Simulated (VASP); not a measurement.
Wanted: the native input for a VASP 6.6.1 run.

| Property | Result |
| --- | --- |
| Task | single point |
| Functional | r2SCAN |
| Potentials or basis | VASP PAW PBE potentials, release 64 (Zn, O_h) |
| Cutoff | 910 eV |
| k mesh | 12 × 12 × 12 |
| Occupations | gaussian, width 0.1 eV |
| Spin | no spin polarisation |
| Dipole correction | no |
| Further INCAR settings | ALGO = Normal; EDIFF = 1e-06; NBANDS = 16 |

Crystal: ZnO.

```
Zn O
1.0
     1.50783    0.87055    2.46205
    -1.50783    0.87055    2.46205
     0.00000   -1.74109    2.46205
Zn O
1 1
Direct
  0.00000 0.00000 0.00000
  0.50000 0.50000 0.50000
```

The input as run:

POSCAR

```
ZnO
1.0
    1.5078307840      0.8705465090      2.4620500255
   -1.5078307840      0.8705465090      2.4620500255
    0.0000000000     -1.7410930181      2.4620500255
Zn O
1 1
Direct
    0.0000000000      0.0000000000      0.0000000000
    0.5000000000      0.5000000000      0.5000000000
```

INCAR.step1

```
ALGO = Normal
EDIFF = 1E-5
ENCUT = 910
GGA = PE
GGA_COMPAT = False
ISMEAR = 0
LASPH = True
LCHARG = False
LREAL = False
LWAVE = True
NBANDS = 16
NELM = 120
PREC = Accurate
SIGMA = 0.1
```

INCAR.step2

```
ALGO = Normal
EDIFF = 1E-6
ENCUT = 910
GGA_COMPAT = False
ISIF = 2
ISMEAR = 0
ISTART = 1
LASPH = True
LCHARG = False
LMIXTAU = True
LREAL = False
LWAVE = False
METAGGA = R2SCAN
NBANDS = 16
NELM = 120
PREC = Accurate
SIGMA = 0.1
```

KPOINTS

```
k-points
0
Gamma
  12 12 12
```

Potentials or basis: VASP PAW PBE potentials, release 64 (Zn, O_h).

The run is started by

```sh
$ cat potpaw_PBE.64/Zn/POTCAR potpaw_PBE.64/O_h/POTCAR > POTCAR
$ cp INCAR.step1 INCAR
$ mpirun -np 1 vasp_std > vasp.out
$ cp INCAR.step2 INCAR
$ mpirun -np 1 vasp_std > vasp.out
```

It gave:

| Item | Value |
| --- | --- |
| Pressure | 1.5 GPa |
| Band gap on the k mesh | 1.56 eV (least direct gap 3.00 eV) |

Caveat: the cutoff is under 1.25 times the usual one of these potentials, so pressure, stress and relaxed cells hold a basis-set (Pulay) error; the PAW data sets were made with another functional, which shifts forces and pressure a little.

Wall time 4.6 min on 1 thread of Intel(R) Xeon(R) 6975P-C (Granite Rapids), with other jobs on the host, peak memory 0.28 GiB.
